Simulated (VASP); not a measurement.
# GaSb (I-4m2) in VASP: notebook

The runs below take GaSb through single point, with PBE.

Program: VASP 6.6.1. These are calculated values, not measurements. Logs are shortened: lines on timing, memory, paths and dates and some standing lists are left out, and cuts for length are marked.

**1. The cell of the first run**

Symmetry: I-4m2, No. 119, tetragonal system. The conventional cell has a = 4.483 Å, b = 4.483 Å, c = 6.104 Å, α = 90.00°, β = 90.00°, γ = 90.00°. Within 3.6 Å of Ga (site symmetry -4m2) lie 4 Sb at 2.71 Å. Within 3.6 Å of Sb (site symmetry -4m2) lie 4 Ga at 2.71 Å.

**2. Single point, PBE (biaxial strain in the a-b plane: +2.0 %, then relaxed in part)**

Input file INCAR:

```
PREC     = Accurate       # precision mode
ENCUT    = 520            # plane-wave cutoff, eV
EDIFF    = 1E-6           # SCF threshold, eV
ISMEAR   = 0              # smearing method
SIGMA    = 0.1            # smearing width, eV
LREAL    = False          # projectors in reciprocal space
LASPH    = True           # aspherical terms in the spheres
NELM     = 60             # most SCF steps
ALGO     = Normal         # electronic algorithm
ISIF     = 2              # what is computed and relaxed
LWAVE    = False          # write WAVECAR
LCHARG   = False          # write CHGCAR
GGA      = PE             # functional
NBANDS   = 26             # bands
```

Input file KPOINTS:

```
Automatic mesh
0
Gamma
  10 10 8
```

Input file POSCAR:

```
GaSb
1.0
    3.1698984812      3.1698984812      0.0000000000
   -3.1698984812      3.1698984812      0.0000000000
    0.0000000000      0.0000000000      6.1041598785
Ga Sb
2 2
Direct
    0.0000000000      0.0000000000      0.0000000000
    0.5000000000      0.5000000000      0.5000000000
    0.5000000000      0.0000000000      0.2500000000
    0.0000000000      0.5000000000      0.7500000000
```

Potentials or basis: VASP PAW PBE potentials, release 64 (Ga_d, Sb).

Launch:

```bash
$ cat potpaw_PBE.64/Ga_d/POTCAR potpaw_PBE.64/Sb/POTCAR > POTCAR
$ mpirun -np 1 vasp_std > vasp.out
```

OUTCAR:

```text
PREC = Accurate
   ENCUT = 520
   EDIFF = 1E-6
   ISMEAR = 0
   LREAL = False
   LASPH = True
   NELM = 60
   ISIF = 2
   GGA = PE

 ion  position               nearest neighbor table
   1  0.000  0.000  0.000-   3 2.71   4 2.71   4 2.71   3 2.71
   2  0.500  0.500  0.500-   3 2.71   4 2.71   3 2.71   4 2.71
   3  0.500  0.000  0.250-   1 2.71   2 2.71   2 2.71   1 2.71
   4  0.000  0.500  0.750-   1 2.71   2 2.71   1 2.71   2 2.71

  LATTYP: Found a simple tetragonal cell.
 ALAT       =     4.4829134235
 C/A-ratio  =     1.3616501819

  Lattice vectors:

 A1 = (   3.1698984812,   3.1698984812,   0.0000000000)
 A2 = (  -3.1698984812,   3.1698984812,   0.0000000000)
 A3 = (   0.0000000000,   0.0000000000,   6.1041598785)

Analysis of symmetry for initial positions (statically):
=====================================================================
 Subroutine PRICEL returns following result:

  LATTYP: Found a body centered tetragonal cell.
 ALAT       =     4.4829134235
 C/A-ratio  =     1.3616501819

  Lattice vectors:

 A1 = (   0.0000000000,  -3.1698984812,  -3.0520799393)
 A2 = (   0.0000000000,   3.1698984812,  -3.0520799392)
 A3 = (   3.1698984812,   0.0000000000,   3.0520799393)

   2 primitive cells build up your supercell.

 Routine SETGRP: Setting up the symmetry group for a
 simple tetragonal supercell.

 Subroutine GETGRP returns: Found  8 space group operations
 (whereof  8 operations were pure point group operations)
 out of a pool of 16 trial point group operations.

The static configuration has the point symmetry D_2d.

Analysis of symmetry for dynamics (positions and initial velocities):
=====================================================================
 Subroutine PRICEL returns following result:

  LATTYP: Found a body centered tetragonal cell.
 ALAT       =     4.4829134235
 C/A-ratio  =     1.3616501819

  Lattice vectors:

 A1 = (   0.0000000000,  -3.1698984812,  -3.0520799393)
 A2 = (   0.0000000000,   3.1698984812,  -3.0520799392)
 A3 = (   3.1698984812,   0.0000000000,   3.0520799393)

   2 primitive cells build up your supercell.

 Routine SETGRP: Setting up the symmetry group for a
 simple tetragonal supercell.

 Subroutine GETGRP returns: Found  8 space group operations
 (whereof  8 operations were pure point group operations)
 out of a pool of 16 trial point group operations.

The dynamic configuration has the point symmetry D_2d.

 Subroutine INISYM returns: Found  8 space group operations
 (whereof  8 operations are pure point group operations),
 and found     2 'primitive' translations

----------------------------------------------------------------------------------------

                                     Primitive cell

  volume of cell :      61.3362

  direct lattice vectors                    reciprocal lattice vectors
     0.000000000 -3.169898481 -3.052079939     0.157733758 -0.157733758 -0.163822708
     0.000000000  3.169898481 -3.052079939     0.157733758  0.157733758 -0.163822708
     3.169898481  0.000000000  3.052079939     0.315467516  0.000000000  0.000000000

  length of vectors
     4.400391839  4.400391839  4.400391839     0.276762997  0.276762997  0.315467516

  position of ions in fractional coordinates (direct lattice)
     0.000000000  0.000000000  0.000000000
     0.750000000  0.250000000  0.500000000

  ion indices of the primitive-cell ions
   primitive index   ion index
                 1           1
                 2           3

----------------------------------------------------------------------------------------

 KPOINTS: Automatic mesh

Automatic generation of k-mesh.
 Grid dimensions read from file:
 generate k-points for:   10   10    8

 Generating k-lattice:

  Cartesian coordinates                     Fractional coordinates (reciprocal lattice)
     0.015773376  0.015773376  0.000000000     0.100000000  0.000000000  0.000000000
    -0.015773376  0.015773376  0.000000000     0.000000000  0.100000000  0.000000000
     0.000000000  0.000000000  0.020477838     0.000000000  0.000000000  0.125000000

  Length of vectors
     0.022306922  0.022306922  0.020477838

  Shift w.r.t. Gamma in fractional coordinates (k-lattice)
     0.000000000  0.000000000  0.000000000

 Subroutine IBZKPT returns following result:
 ===========================================

 Found    105 irreducible k-points:

 Following reciprocal coordinates:
            Coordinates               Weight
  0.000000  0.000000  0.000000      1.000000
  0.100000  0.000000  0.000000      4.000000
  0.200000  0.000000  0.000000      4.000000
  0.300000  0.000000  0.000000      4.000000
  0.400000  0.000000  0.000000      4.000000
  0.500000  0.000000  0.000000      2.000000
[... 16 lines left out ...]
  0.100000  0.000000  0.125000      8.000000
  0.200000  0.000000  0.125000      8.000000
 [... further k-points ...]
   k-points           NKPTS =    105   k-points in BZ     NKDIM =    105   number of bands    NBANDS=     26
   number of dos      NEDOS =    301   number of ions     NIONS =      4
   total plane-waves  NPLWV =  62208
   dimension x,y,z NGX =    36 NGY =   36 NGZ =   48
   dimension x,y,z NGXF=    72 NGYF=   72 NGZF=   96
   ions per type =               2   2
   NGX,Y,Z   is equivalent  to a cutoff of  13.35, 13.35, 13.07 a.u.
   NGXF,Y,Z  is equivalent  to a cutoff of  26.70, 26.70, 26.15 a.u.
 SYSTEM =  unknown system
   PREC   = accura    normal or accurate (medium, high low for compatibility)
   ISTART =      0    job   : 0-new  1-cont  2-samecut
   ICHARG =      2    charge: 1-file 2-atom 10-const
   ISPIN  =      1    spin polarized calculation?
   LNONCOLLINEAR =      F non collinear calculations
   LSORBIT =      F    spin-orbit coupling
   LASPH  =      T    aspherical Exc in radial PAW
   ENCUT  =  520.0 eV  38.22 Ry    6.18 a.u.   8.34  8.34 11.35*2*pi/ulx,y,z
   NELM   =     60;   NELMIN=  2; NELMDL= -5     # of ELM steps
   EDIFF  = 0.1E-05   stopping-criterion for ELM
   LREAL  =      F    real-space projection
   EDIFFG = 0.1E-04   stopping-criterion for IOM
   NSW    =      0    number of steps for IOM
   IBRION =     -1    ionic relax: 0-MD 1-quasi-New 2-CG
   NFREE  =      0    steps in history (QN), initial steepest desc. (CG)
   ISIF   =      2    stress and relaxation
   ISYM   =      2    0-nonsym 1-usesym 2-fastsym
   POTIM  = 0.5000    time-step for ionic-motion
   TEBEG  =    0.0;   TEEND  =   0.0 temperature during run
   PSTRESS=    0.0 pullay stress
   NELECT =      36.0000    total number of electrons
   NUPDOWN=      -1.0000    fix difference up-down
   EMIN   =  10.00;   EMAX   =-10.00  energy-range for DOS
   EFERMI =   0.00;   METHOD = LEGACY
   ISMEAR =     0;   SIGMA  =   0.10  broadening in eV -4-tet -1-fermi 0-gaus
   EFERMI_NEDOS =   21; number of points for ismear=-14 and -15
   IALGO  =     38    algorithm
   IMIX   =      4    mixing-type and parameters
     AMIX     =   0.40;   BMIX     =  1.00
     AMIX_MAG =   1.60;   BMIX_MAG =  1.00
  volume/ion in A,a.u.               =      30.67       206.96
  Fermi-wavevector in a.u.,A,eV,Ry     =   1.087911  2.055854 16.103187  1.183551
  Thomas-Fermi vector in A             =   2.224081
   LORBIT       =      0    0 simple, 1 ext, 2 COOP (PROOUT), +10 PAW based schemes
   GGA     = PE    functional components
   LHFCALC =     F    Hartree Fock is set to
   AEXX    =    0.0000 exact exchange contribution
   IVDW    =     0    specifies the selected vdW correction
   LEPSILON=     F    determine dielectric tensor
   LRPA    =     F    only Hartree local field effects (RPA)
 non-spin polarized calculation
 Gauss-broadening in eV      SIGMA  =   0.10
  energy-cutoff  :      520.00
  volume of cell :      122.67
 maximum number of plane-waves:      3358
 NGX is ok and might be reduce to    36
   NGX = 17   NGY = 17   NGZ = 23

 number of electron      36.0000015 magnetization

 Free energy of the ion-electron system (eV)
  ---------------------------------------------------
  ext. energy  EPLUGINS =         0.00000000
  ---------------------------------------------------
  free energy    TOTEN  =       -14.72537672 eV

  energy without entropy =      -14.72523400  energy(sigma->0) =      -14.72530536

 E-fermi :   4.2538     XC(G=0):  -8.7933

 val. band max:        4.1246943708   @ k =   0.0000   0.0000   0.0000
 cond. band min:       4.3193329892   @ k =   0.0000   0.0000   0.0000
 fundamental gap:      0.1946386184
 Fermi energy:         4.2538021052

 k-point     1 :       0.0000    0.0000    0.0000
  band No.  band energies     occupation
      1     -10.7549      2.00000
      2     -10.7234      2.00000
      3     -10.7234      2.00000
      4     -10.7177      2.00000
      5     -10.7039      2.00000
      6     -10.7039      2.00000
[... 18 lines left out ...]
     25       9.9314      0.00000
     26      12.3652      0.00000

 k-point     2 :       0.1000    0.0000    0.0000
  band No.  band energies     occupation
      1     -10.7541      2.00000
      2     -10.7247      2.00000
      3     -10.7229      2.00000
      4     -10.7170      2.00000
      5     -10.7047      2.00000
      6     -10.7044      2.00000
[... 18 lines left out ...]
     25      10.2904      0.00000
     26      11.8030      0.00000

 k-point     3 :       0.2000    0.0000    0.0000
  band No.  band energies     occupation
      1     -10.7518      2.00000
      2     -10.7283      2.00000
      3     -10.7214      2.00000
      4     -10.7151      2.00000
      5     -10.7063      2.00000
      6     -10.7057      2.00000
[... 18 lines left out ...]
     25      10.9563      0.00000
     26      11.1691      0.00000

 k-point     4 :       0.3000    0.0000    0.0000
  band No.  band energies     occupation
      1     -10.7489      2.00000
      2     -10.7330      2.00000
      3     -10.7192      2.00000
      4     -10.7129      2.00000
      5     -10.7079      2.00000
      6     -10.7077      2.00000
[... 18 lines left out ...]
     25      10.1634      0.00000
     26      10.2916      0.00000

 k-point     5 :       0.4000    0.0000    0.0000
  band No.  band energies     occupation
      1     -10.7457      2.00000
      2     -10.7379      2.00000
      3     -10.7164      2.00000
      4     -10.7111      2.00000
      5     -10.7103      2.00000
      6     -10.7091      2.00000
[... 18 lines left out ...]
     25       9.4458      0.00000
     26       9.8196      0.00000

 k-point     6 :       0.5000    0.0000    0.0000
  band No.  band energies     occupation
      1     -10.7422      2.00000
      2     -10.7422      2.00000
      3     -10.7133      2.00000
      4     -10.7133      2.00000
      5     -10.7100      2.00000
      6     -10.7100      2.00000
[... 427 lines left out ...]
 k-point    21 :       0.5000    0.5000    0.0000
  band No.  band energies     occupation
      1     -10.7565      2.00000
      2     -10.7565      2.00000
      3     -10.7026      2.00000
      4     -10.7026      2.00000
      5     -10.7012      2.00000
      6     -10.7012      2.00000
[... 18 lines left out ...]
     25      12.3677      0.00000
     26      12.3677      0.00000

 k-point    22 :       0.0000    0.0000    0.1250
  band No.  band energies     occupation
      1     -10.7536      2.00000
      2     -10.7227      2.00000
      3     -10.7227      2.00000
      4     -10.7193      2.00000
      5     -10.7047      2.00000
      6     -10.7047      2.00000
[... 18 lines left out ...]
     25      10.2443      0.00000
     26      12.0654      0.00000

 k-point    23 :       0.1000    0.0000    0.1250
  band No.  band energies     occupation
      1     -10.7528      2.00000
      2     -10.7245      2.00000
      3     -10.7222      2.00000
      4     -10.7180      2.00000
      5     -10.7054      2.00000
      6     -10.7051      2.00000
[... 18 lines left out ...]
     25      10.5558      0.00000
     26      11.3567      0.00000

 k-point    24 :       0.2000    0.0000    0.1250
  band No.  band energies     occupation
      1     -10.7508      2.00000
      2     -10.7285      2.00000
      3     -10.7209      2.00000
      4     -10.7156      2.00000
      5     -10.7069      2.00000
      6     -10.7064      2.00000
[... 18 lines left out ...]
     25      10.3828      0.00000
     26      10.8520      0.00000

 [... further k-points ...]
[... 5 lines left out ...]
  --------------------------------------------------------------------------------------
  -------------------------------------------------------------------------------------
  Total       -1.0465987     -1.0465987      0.0458429      0.0000000      0.0000000      0.0000000
  in kB      -13.6692338    -13.6692338      0.5987372      0.0000000      0.0000000      0.0000000
  external PRESSURE =      -8.9132435 kB  Pullay stress =       0.0000000 kB

 VOLUME and BASIS-vectors are now :
 -----------------------------------------------------------------------------
  energy-cutoff  :      520.00
  volume of cell :      122.67
      direct lattice vectors                 reciprocal lattice vectors
     3.169898481  3.169898481  0.000000000     0.157733758  0.157733758  0.000000000
    -3.169898481  3.169898481  0.000000000    -0.157733758  0.157733758  0.000000000
     0.000000000  0.000000000  6.104159878     0.000000000  0.000000000  0.163822708

 POSITION                                       TOTAL-FORCE (eV/Angst)
 -----------------------------------------------------------------------------------
      0.00000      0.00000      0.00000         0.000000      0.000000      0.000000
      0.00000      3.16990      3.05208        -0.000000     -0.000000     -0.000000
      1.58495      1.58495      1.52604         0.000000      0.000000      0.000000
     -1.58495      1.58495      4.57812         0.000000      0.000000      0.000000
 -----------------------------------------------------------------------------------
    total drift:                               -0.000000      0.000000      0.000000

  FREE ENERGIE OF THE ION-ELECTRON SYSTEM (eV)
  ---------------------------------------------------
  free  energy   TOTEN  =       -14.7253767206 eV

  energy  without entropy=      -14.7252340029  energy(sigma->0) =      -14.72530536
```

Wall time 2.4 min (1 thread of Intel Xeon 6975P-C (Granite Rapids), shared host); peak memory 0.44 GiB.

Results:

| Property | Result |
| --- | --- |
| Free energy | -14.7254 eV |
| Pressure | -0.9 GPa |
| Band gap on the k mesh | 0.19 eV |

Caveat: the cell differs from its parent crystal (biaxial strain in the a-b plane: +2.0 %, then relaxed in part); spin-orbit coupling is left out, which moves the levels of the heavy elements. A k mesh can miss the band edges.

**3. Single point, PBE (biaxial strain in the a-b plane: +2.0 %)**

Input file INCAR:

```
SYSTEM = GaSb
PREC = Accurate ; ENCUT = 520
EDIFF = 1E-6 ; ISMEAR = 0
SIGMA = 0.1 ; LREAL = .False.
LASPH = .True. ; NELM = 60
ALGO = Normal ; ISIF = 2
LWAVE = .False. ; LCHARG = .True.
GGA = PE ; LELF = .True.
LVHAR = .True. ; NBANDS = 26
```

Input file KPOINTS:

```
regular mesh
0
Gamma
  10 10 8
  0 0 0
```

POSCAR: that of step 2 with these lines changed.

```diff
@@ -4,3 +4,3 @@
    -3.1698984812      3.1698984812      0.0000000000
-    0.0000000000      0.0000000000      6.1041598785
+    0.0000000000      0.0000000000      6.1409013715
 Ga Sb
```

Potentials or basis: VASP PAW PBE potentials, release 64 (Ga_d, Sb).

Launch:

```bash
$ cat potpaw_PBE.64/Ga_d/POTCAR potpaw_PBE.64/Sb/POTCAR > POTCAR
$ mpirun -np 1 vasp_std > vasp.out
```

It took 2.7 min on 1 thread of Intel Xeon 6975P-C (Granite Rapids), shared host; peak memory 0.44 GiB.

It converged, with:

- Free energy: -14.7248 eV
- Pressure: -1.1 GPa
- Band gap on the k mesh: 0.16 eV

Stress tensor (GPa, compression positive):
```
-1.53  0.00  0.00
 0.00 -1.53  0.00
 0.00  0.00 -0.33
```

Levels at points of the mesh, in eV from the valence-band top:
```csv
k point,band 15,band 16,band 17,band 18,band 19,band 20,band 21,band 22
"(0.00, 0.00, 0.00)",-2.38,-0.43,0.00,0.00,0.16,0.88,1.33,2.79
"(0.50, 0.00, 0.00)",-2.74,-2.74,-1.16,-1.16,1.81,1.81,4.56,4.56
"(0.50, 0.50, 0.00)",-2.22,-2.22,-2.19,-2.19,1.11,1.11,1.50,1.50
"(0.00, 0.00, 0.50)",-1.52,-1.52,-1.52,-1.52,1.21,1.21,2.67,2.67
"(0.50, 0.00, 0.50)",-1.09,-1.09,-0.87,-0.87,0.30,0.30,3.72,3.72
"(0.50, 0.50, 0.50)",-2.95,-2.95,-2.75,-2.75,3.67,3.67,4.50,4.50
```

Caveat: the cell differs from its parent crystal (biaxial strain in the a-b plane: +2.0 %); spin-orbit coupling is left out, which moves the levels of the heavy elements. A k mesh can miss the band edges.

**4. Single point, PBE (biaxial strain in the a-b plane: +4.0 %, then relaxed in part)**

Input file INCAR:

```
ALGO = Normal
EDIFF = 1E-6
ENCUT = 520
GGA = PE
ISIF = 2
ISMEAR = 0
LASPH = True
LCHARG = True
LELF = True
LREAL = False
LVHAR = True
LWAVE = False
NBANDS = 26
NELM = 100
PREC = Accurate
SIGMA = 0.1
```

Input file KPOINTS:

```
k-points
0
Gamma
  10 10 8
```

Input file POSCAR:

```
GaSb
1.0
    3.2320533534      3.2320533534      0.0000000000
   -3.2320533534      3.2320533534      0.0000000000
    0.0000000000      0.0000000000      5.9944588811
Ga Sb
2 2
Direct
    0.0000000000      0.0000000000      0.0000000000
    0.5000000000      0.5000000000      0.5000000000
    0.5000000000      0.0000000000      0.2500000000
    0.0000000000      0.5000000000      0.7500000000
```

Launch:

```bash
$ cat potpaw_PBE.64/Ga_d/POTCAR potpaw_PBE.64/Sb/POTCAR > POTCAR
$ mpirun -np 1 vasp_std > vasp.out
```

It took 2.4 min on 1 thread of Intel Xeon 6975P-C (Granite Rapids), shared host; peak memory 0.44 GiB.

Results (log left out):

```
Free energy            : -14.6647 eV
Pressure               : -1.7 GPa
Band gap on the k mesh : 0.19 eV
```

Stress tensor (GPa, compression positive):
```
-2.58  0.00  0.00
 0.00 -2.58  0.00
 0.00  0.00  0.06
```

Levels at points of the mesh, in eV from the valence-band top:
| k point | band 15 | band 16 | band 17 | band 18 | band 19 | band 20 | band 21 | band 22 |
| --- | --- | --- | --- | --- | --- | --- | --- | --- |
| (0.00, 0.00, 0.00) | -2.52 | -0.60 | -0.11 | -0.11 | 0.25 | 0.66 | 1.17 | 2.69 |
| (0.50, 0.00, 0.00) | -2.60 | -2.60 | -1.33 | -1.33 | 1.61 | 1.61 | 4.53 | 4.53 |
| (0.50, 0.50, 0.00) | -2.14 | -2.14 | -2.08 | -2.08 | 1.18 | 1.18 | 1.57 | 1.57 |
| (0.00, 0.00, 0.50) | -1.64 | -1.64 | -1.64 | -1.64 | 0.98 | 0.98 | 2.66 | 2.66 |
| (0.50, 0.00, 0.50) | -1.24 | -1.24 | -0.76 | -0.76 | 0.19 | 0.19 | 3.58 | 3.58 |
| (0.50, 0.50, 0.50) | -2.92 | -2.92 | -2.74 | -2.74 | 3.82 | 3.82 | 4.71 | 4.71 |

Caveat: the cell differs from its parent crystal (biaxial strain in the a-b plane: +4.0 %, then relaxed in part); spin-orbit coupling is left out, which moves the levels of the heavy elements.

(Continued in part 2 of 2.)
